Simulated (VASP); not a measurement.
# Zr3Mn (Pm-3m) in VASP: a series of runs, part 2 of 2

VASP 6.6.1. Earlier steps stand in the parts before.

### 3 Single point, PBEsol, collinear spin, ferromagnetic start

INCAR reads:

```
PREC = Accurate
ENCUT = 520
EDIFF = 1E-7
ISMEAR = -1
SIGMA = 0.1
LREAL = F
LASPH = T
NELM = 150
ALGO = Normal
ISIF = 2
LWAVE = F
LCHARG = F
ISPIN = 2
MAGMOM = 0 0 0 5.2
LORBIT = 11
LMAXMIX = 4
GGA = PS
NBANDS = 36
```

KPOINTS reads:

```
regular mesh
0
Gamma
  5 5 5
```

POSCAR reads:

```
Zr3Mn
1.0
    4.3732200000      0.0000000000      0.0000000000
    0.0000000000      4.3732200000      0.0000000000
    0.0000000000      0.0000000000      4.3732200000
Zr Mn
3 1
Direct
    0.0000000000      0.5000000000      0.5000000000
    0.5000000000      0.0000000000      0.5000000000
    0.5000000000      0.5000000000      0.0000000000
    0.0000000000      0.0000000000      0.0000000000
```

Potentials or basis: VASP PAW PBE potentials, release 64 (Zr_sv, Mn_pv).

Launch:

```bash
$ cat potpaw_PBE.64/Zr_sv/POTCAR potpaw_PBE.64/Mn_pv/POTCAR > POTCAR
$ mpirun -np 1 vasp_std > vasp.out
```

OUTCAR:

```text
PREC = Accurate
   ENCUT = 520
   EDIFF = 1E-7
   ISMEAR = -1
   LREAL = F
   LASPH = T
   NELM = 150
   ISIF = 2
   ISPIN = 2
   LORBIT = 11
   GGA = PS

 ion  position               nearest neighbor table
   1  0.000  0.500  0.500-   2 3.09   3 3.09   4 3.09   3 3.09   4 3.09   2 3.09   4 3.09   4 3.09
                             2 3.09   3 3.09   3 3.09   2 3.09
   2  0.500  0.000  0.500-   1 3.09   3 3.09   4 3.09   3 3.09   4 3.09   1 3.09   3 3.09   3 3.09
                             1 3.09   4 3.09   4 3.09   1 3.09
   3  0.500  0.500  0.000-   1 3.09   2 3.09   4 3.09   1 3.09   2 3.09   2 3.09   4 3.09   2 3.09
                             1 3.09   4 3.09   1 3.09   4 3.09
   4  0.000  0.000  0.000-   1 3.09   2 3.09   3 3.09   1 3.09   2 3.09   1 3.09   3 3.09   1 3.09
                             2 3.09   3 3.09   2 3.09   3 3.09

  LATTYP: Found a simple cubic cell.
 ALAT       =     4.3732200000

  Lattice vectors:

 A1 = (   4.3732200000,   0.0000000000,   0.0000000000)
 A2 = (   0.0000000000,   4.3732200000,   0.0000000000)
 A3 = (   0.0000000000,   0.0000000000,   4.3732200000)

Analysis of symmetry for initial positions (statically):
=====================================================================
 Subroutine PRICEL returns:
 Original cell was already a primitive cell.

 Routine SETGRP: Setting up the symmetry group for a
 simple cubic supercell.

 Subroutine GETGRP returns: Found 48 space group operations
 (whereof 48 operations were pure point group operations)
 out of a pool of 48 trial point group operations.

The static configuration has the point symmetry O_h .

Analysis of symmetry for dynamics (positions and initial velocities):
=====================================================================
 Subroutine PRICEL returns:
 Original cell was already a primitive cell.

 Routine SETGRP: Setting up the symmetry group for a
 simple cubic supercell.

 Subroutine GETGRP returns: Found 48 space group operations
 (whereof 48 operations were pure point group operations)
 out of a pool of 48 trial point group operations.

The dynamic configuration has the point symmetry O_h .

Analysis of structural, dynamic, and magnetic symmetry:
=====================================================================
 Subroutine PRICEL returns:
 Original cell was already a primitive cell.

 Routine SETGRP: Setting up the symmetry group for a
 simple cubic supercell.

 Subroutine GETGRP returns: Found 48 space group operations
 (whereof 48 operations were pure point group operations)
 out of a pool of 48 trial point group operations.

The overall configuration has the point symmetry O_h .

 Subroutine INISYM returns: Found 48 space group operations
 (whereof 48 operations are pure point group operations),
 and found     1 'primitive' translations

----------------------------------------------------------------------------------------

                                     Primitive cell

  volume of cell :      83.6381

  direct lattice vectors                    reciprocal lattice vectors
     4.373220000  0.000000000  0.000000000     0.228664462  0.000000000  0.000000000
[... 72 lines left out ...]
   LASPH  =      T    aspherical Exc in radial PAW
   ENCUT  =  520.0 eV  38.22 Ry    6.18 a.u.   8.13  8.13  8.13*2*pi/ulx,y,z
   NELM   =    150;   NELMIN=  2; NELMDL= -5     # of ELM steps
   EDIFF  = 0.1E-06   stopping-criterion for ELM
   LREAL  =      F    real-space projection
   EDIFFG = 0.1E-05   stopping-criterion for IOM
   NSW    =      0    number of steps for IOM
   IBRION =     -1    ionic relax: 0-MD 1-quasi-New 2-CG
   NFREE  =      0    steps in history (QN), initial steepest desc. (CG)
   ISIF   =      2    stress and relaxation
   ISYM   =      2    0-nonsym 1-usesym 2-fastsym
   POTIM  = 0.5000    time-step for ionic-motion
   TEBEG  =    0.0;   TEEND  =   0.0 temperature during run
   PSTRESS=    0.0 pullay stress
   NELECT =      49.0000    total number of electrons
   NUPDOWN=      -1.0000    fix difference up-down
   EMIN   =  10.00;   EMAX   =-10.00  energy-range for DOS
   EFERMI =   0.00;   METHOD = LEGACY
   ISMEAR =    -1;   SIGMA  =   0.10  broadening in eV -4-tet -1-fermi 0-gaus
   EFERMI_NEDOS =   21; number of points for ismear=-14 and -15
   IALGO  =     38    algorithm
   IMIX   =      4    mixing-type and parameters
     AMIX     =   0.40;   BMIX     =  1.00
     AMIX_MAG =   1.60;   BMIX_MAG =  1.00
  volume/ion in A,a.u.               =      20.91       141.10
  Fermi-wavevector in a.u.,A,eV,Ry     =   1.369847  2.588636 25.531087  1.876482
  Thomas-Fermi vector in A             =   2.495686
   LORBIT       =     11    0 simple, 1 ext, 2 COOP (PROOUT), +10 PAW based schemes
   GGA     = PS    functional components
   LHFCALC =     F    Hartree Fock is set to
   AEXX    =    0.0000 exact exchange contribution
   IVDW    =     0    specifies the selected vdW correction
   LEPSILON=     F    determine dielectric tensor
   LRPA    =     F    only Hartree local field effects (RPA)
 spin polarized calculation
  energy-cutoff  :      520.00
  volume of cell :       83.64
 maximum number of plane-waves:      2301
 NGX is ok and might be reduce to    36
   NGX = 17   NGY = 17   NGZ = 17

 number of electron      48.9999991 magnetization       3.6392460

 Free energy of the ion-electron system (eV)
  ---------------------------------------------------
  ext. energy  EPLUGINS =         0.00000000
  ---------------------------------------------------
  free energy    TOTEN  =       -36.27099369 eV

  energy without entropy =      -36.07498585  energy(sigma->0) =      -36.17298977

 E-fermi :   8.5153     XC(G=0): -11.4357

 val. band max:        8.4858635859   @ k =   0.4000   0.2000   0.0000
 cond. band min:       8.5487929261   @ k =   0.4000   0.4000   0.0000
 fundamental gap:      0.0629293402
 Fermi energy:         8.5152605963

 spin component 1

 k-point     1 :       0.0000    0.0000    0.0000
  band No.  band energies     occupation
      1     -40.9882      1.00000
      2     -40.9882      1.00000
      3     -40.9882      1.00000
      4     -39.9441      1.00000
      5     -39.7285      1.00000
      6     -39.7285      1.00000
[... 379 lines left out ...]
     35      12.4343      0.00000
     36      12.4343      0.00000
 Fermi energy:         8.5152605963

 spin component 2

 k-point     1 :       0.0000    0.0000    0.0000
  band No.  band energies     occupation
      1     -39.9552      1.00000
      2     -39.7396      1.00000
      3     -39.7396      1.00000
      4     -37.4092      1.00000
      5     -37.4092      1.00000
      6     -37.4092      1.00000
[... 379 lines left out ...]
     35      12.8309      0.00000
     36      12.8309      0.00000

------------------------ aborting loop because EDIFF is reached ----------------------------------------

  FORCE on cell =-STRESS in cart. coord.  units (eV):
  Direction    XX          YY          ZZ          XY          YZ          ZX
  --------------------------------------------------------------------------------------
  -------------------------------------------------------------------------------------
  Total       -2.1845348     -2.1845348     -2.1845348      0.0000000      0.0000000     -0.0000000
  in kB      -41.8471205    -41.8471205    -41.8471205      0.0000000      0.0000000     -0.0000000
  external PRESSURE =     -41.8471205 kB  Pullay stress =       0.0000000 kB

 VOLUME and BASIS-vectors are now :
 -----------------------------------------------------------------------------
  energy-cutoff  :      520.00
  volume of cell :       83.64
      direct lattice vectors                 reciprocal lattice vectors
     4.373220000  0.000000000  0.000000000     0.228664462  0.000000000  0.000000000
     0.000000000  4.373220000  0.000000000     0.000000000  0.228664462  0.000000000
     0.000000000  0.000000000  4.373220000     0.000000000  0.000000000  0.228664462

 POSITION                                       TOTAL-FORCE (eV/Angst)
 -----------------------------------------------------------------------------------
      0.00000      2.18661      2.18661         0.000000      0.000000      0.000000
      2.18661      0.00000      2.18661         0.000000      0.000000      0.000000
      2.18661      2.18661      0.00000         0.000000      0.000000      0.000000
      0.00000      0.00000      0.00000         0.000000      0.000000      0.000000
 -----------------------------------------------------------------------------------
    total drift:                                0.000000      0.000000      0.000000

  FREE ENERGIE OF THE ION-ELECTRON SYSTEM (eV)
  ---------------------------------------------------
  free  energy   TOTEN  =       -36.2709936936 eV

  energy  without entropy=      -36.0749858538  energy(sigma->0) =      -36.17298977

 total charge

# of ion       s       p       d       tot
------------------------------------------
    1        2.234   5.951   1.690   9.874
    2        2.234   5.951   1.690   9.874
    3        2.234   5.951   1.690   9.874
    4        0.350   6.241   4.885  11.476
--------------------------------------------------
tot          7.051  24.094   9.954  41.099

 magnetization (x)

# of ion       s       p       d       tot
------------------------------------------
    1       -0.005   0.003  -0.023  -0.025
    2       -0.005   0.003  -0.023  -0.025
    3       -0.005   0.003  -0.023  -0.025
    4        0.037   0.060   3.364   3.462
--------------------------------------------------
tot          0.023   0.069   3.296   3.388
```

OSZICAR:

```text
N       E                     dE             d eps       ncg     rms          rms(c)
DAV:   1     0.572636569201E+03    0.57264E+03   -0.25714E+04  1456   0.142E+03
DAV:   2     0.734877797284E+01   -0.56529E+03   -0.54670E+03  1536   0.448E+02
DAV:   3    -0.360723664157E+02   -0.43421E+02   -0.41702E+02  2388   0.109E+02
DAV:   4    -0.388829754216E+02   -0.28106E+01   -0.27764E+01  1972   0.232E+01
DAV:   5    -0.390503183176E+02   -0.16734E+00   -0.16727E+00  2124   0.466E+00    0.287E+01
DAV:   6    -0.534850439225E+02   -0.14435E+02   -0.40808E+01  1680   0.469E+01    0.488E+01
DAV:   7    -0.361216370319E+02    0.17363E+02   -0.43247E+01  1744   0.368E+01    0.138E+01
DAV:   8    -0.360637153619E+02    0.57922E-01   -0.31943E+00  1908   0.922E+00    0.412E+00
DAV:   9    -0.363181609303E+02   -0.25445E+00   -0.89768E-01  1912   0.381E+00    0.463E+00
DAV:  10    -0.362727509126E+02    0.45410E-01   -0.10165E-01  1832   0.235E+00    0.253E+00
DAV:  11    -0.362751626025E+02   -0.24117E-02   -0.30583E-02  1832   0.111E+00    0.127E+00
DAV:  12    -0.362693050030E+02    0.58576E-02   -0.23235E-02  1832   0.111E+00    0.483E-01
DAV:  13    -0.362710538032E+02   -0.17488E-02   -0.63464E-03  1832   0.415E-01    0.131E-01
DAV:  14    -0.362709991566E+02    0.54647E-04   -0.28077E-04  1860   0.974E-02    0.437E-02
DAV:  15    -0.362709916778E+02    0.74788E-05   -0.31177E-05  2052   0.289E-02    0.138E-02
DAV:  16    -0.362709940054E+02   -0.23276E-05   -0.63942E-06  1848   0.142E-02    0.916E-03
DAV:  17    -0.362709936326E+02    0.37281E-06   -0.13490E-06  1680   0.703E-03    0.323E-03
DAV:  18    -0.362709936936E+02   -0.60954E-07   -0.12846E-07   952   0.204E-03
   1 F= -.36270994E+02 E0= -.36172990E+02  d E =-.196008E+00  mag=     3.6390
```

stdout:

```text
POSCAR found type information on POSCAR ZrMn
 POSCAR found :  2 types and       4 ions
 scaLAPACK will be used
 -----------------------------------------------------------------------------
|                                                                             |
|                                                                             |
|     You enforced a specific xc type in the INCAR file but a different       |
|     I HOPE YOU KNOW WHAT YOU ARE DOING!                                     |
|                                                                             |
 -----------------------------------------------------------------------------

 LDA part: xc-table for (Slater+PW92), standard interpolation
 POSCAR, INCAR and KPOINTS ok, starting setup
 FFT: planning ... GRIDC
 FFT: planning ... GRID_SOFT
 FFT: planning ... GRID
 WAVECAR not read
 entering main loop
```

Wall time 2.3 min (1 thread of AMD EPYC 7R43 (Zen 3), shared host); peak memory 0.22 GiB.

What came out:

| Quantity | Value |
| --- | --- |
| Free energy | -36.2710 eV |
| Pressure | -4.2 GPa |
| Net moment | 3.64 μB per cell |
| Site moments | Zr -0.03; Mn +3.46 μB |
| Valence electrons inside the program's atomic spheres | Zr 9.87; Mn 11.48 |

Caveat: the cell stands under tension; the PAW data sets were made with another functional, which shifts forces and pressure a little.
